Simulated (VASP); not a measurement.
Input of a VASP 6.6.1 run:

The input INCAR:

```
SYSTEM = Mg3SiN
  PREC = Accurate
  ENCUT = 600
  EDIFF = 1E-6
  ISMEAR = 0
  SIGMA = 0.1
  LREAL = .FALSE.
  LASPH = .TRUE.
  NELM = 150
  ALGO = Normal
  ISIF = 3
  LWAVE = .FALSE.
  LCHARG = .FALSE.
  ISPIN = 2
  MAGMOM = 0 0 0 0 1.38
  LORBIT = 11
  GGA = PE
  IBRION = 2
  NSW = 100
  EDIFFG = -0.01
```

File KPOINTS:

```
Automatic mesh
0
G
  8 8 8
  0 0 0
```

File POSCAR:

```
Mg3SiN
1.0
    4.8749268721      0.0000000000      0.0000000000
    0.0000000000      4.8749268721      0.0000000000
    0.0000000000      0.0000000000      4.8749268721
Mg Si N
3 1 1
Direct
    0.0000000000      0.5000000000      0.5000000000
    0.5000000000      0.0000000000      0.5000000000
    0.5000000000      0.5000000000      0.0000000000
    0.5000000000      0.5000000000      0.5000000000
    0.0000000000      0.0000000000      0.0000000000
```

Potentials or basis: VASP PAW PBE potentials, release 64 (Mg, Si, N).

Run with:

```bash
$ cat potpaw_PBE.64/Mg/POTCAR potpaw_PBE.64/Si/POTCAR potpaw_PBE.64/N/POTCAR > POTCAR
$ mpirun -np 1 vasp_std > vasp.out
```

(1) Estimate the site moments.

(2) Predict the band gap on the k mesh.

(3) Predict the space group after relaxing (to 0.1 Å).

Results:

(1) Mg -0.01; Si +0.02; N +0.86 μB.

(2) zero (filled and empty bands overlap).

(3) Pm-3m (No. 221).
